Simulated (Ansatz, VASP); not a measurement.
CdTe: VASP beside Ansatz

Contents of POSCAR:

```
CdTe
1.0
    0.0000000000      3.2799551172      3.2799551172
    3.2799551172      0.0000000000      3.2799551172
    3.2799551172      3.2799551172      0.0000000000
Cd Te
1 1
Direct
    0.0000000000      0.0000000000      0.0000000000
    0.2500000000      0.2500000000      0.2500000000
```

Contents of INCAR.step1:

```
SYSTEM = CdTe
PREC = Accurate ; ENCUT = 520
ISMEAR = 0 ; SIGMA = 0.01
LREAL = .FALSE. ; LASPH = .TRUE.
NELM = 100 ; NBANDS = 16
GGA = PE ; ALGO = Normal
EDIFF = 1E-4 ; LWAVE = .TRUE.
LCHARG = .FALSE.
```

Contents of INCAR.step2:

```
SYSTEM = CdTe
PREC = Accurate ; ENCUT = 520
EDIFF = 1E-6 ; ISMEAR = 0
SIGMA = 0.01 ; LREAL = .FALSE.
LASPH = .TRUE. ; NELM = 100
ALGO = Normal ; ISIF = 2
LWAVE = .FALSE. ; LCHARG = .FALSE.
METAGGA = R2SCAN ; LMIXTAU = .TRUE.
NBANDS = 16 ; ISTART = 1
```

KPOINTS

```
regular mesh
0
G
  4 4 4
  0 0 0
```

Input for Ansatz:

```yaml
crystal:
  lattice:
    - [0.0, 3.2799551172, 3.2799551172]
    - [3.2799551172, 0.0, 3.2799551172]
    - [3.2799551172, 3.2799551172, 0.0]
  atoms:
    - { symbol: Cd, position: [0.0, 0.0, 0.0] }
    - { symbol: Te, position: [0.25, 0.25, 0.25] }
kpoints:
  mp_grid: { grid: [4, 4, 4] }
hamiltonian:
  xc: r2scan
scf:
  occupations: { method: fixed }
  n_extra_bands: 4
output:
  forces: true
  stress: true
  eigenvalues: true
```

Alike in both runs: task single point; functional r2SCAN; k mesh 4 × 4 × 4; no spin polarisation.

```csv
,VASP,Ansatz
version,VASP 6.6.1,Ansatz 0.2.0
potentials or method,"VASP PAW PBE potentials, release 64 (Cd, Te)","plane waves, PAW"
plane-wave cutoff (eV),520,500
occupations,"gaussian, width 0.01 eV",fixed
valence electrons in the cell,18,36
```

Ansatz gave:

| Property | Result |
| --- | --- |
| gap on the k mesh at the Fermi level (eV) | 1.15 |
| pressure (GPa) | 0.1 |

Task: Which values does VASP return?

Result: gap on the k mesh at the Fermi level (eV): 1.14; pressure (GPa): 0.3.

VASP's potentials were made for PBE, not for r2SCAN. VASP's potentials hold 18 valence electrons a cell and Ansatz's 36, so a difference there can come from the potentials and not from the codes.

Neither program's run includes spin-orbit coupling.
